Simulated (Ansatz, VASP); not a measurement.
**Two plane-wave programs on Ag**

```
Ag
1.0
     2.93000    0.00000    0.00000
    -1.46500    2.53745    0.01586
     0.00000    0.02994    4.79000
Ag
2
Cartesian
  0.0000 1.6991 1.2081
  1.4650 0.8683 3.5978
```

Change from the starting cell: strain +0.0125 x Voigt [0, 0, 0, 1, 0, 0], atoms carried along.

Alike in both runs: task single point; functional PBEsol; k mesh 18 × 18 × 10; occupations gaussian, width 0.15 eV; no spin polarisation.

|  | VASP | Ansatz |
| --- | --- | --- |
| version | VASP 6.6.1 | Ansatz 0.2.0 |
| potentials or method | VASP PAW PBE potentials, release 64 (Ag), cutoff 500 eV | scalar-relativistic, plane waves, PAW |
| valence electrons in the cell | 22 | 38 |

Ansatz gave:

```
gap on the k mesh at the Fermi level (eV)                     : none
pressure (GPa)                                                : -6.3
traceless stress, the component that is largest in VASP (GPa) : -0.20
```

Q: Estimate VASP's values.

A: gap on the k mesh at the Fermi level (eV): none; pressure (GPa): -6.4; traceless stress, the component that is largest in VASP (GPa): -0.20.

VASP's potentials were made for PBE, not for PBEsol. A gap of «none» marks a metal or a gap that the smearing closes. VASP's potentials hold 22 valence electrons a cell and Ansatz's 38, so a difference there can come from the potentials and not from the codes.
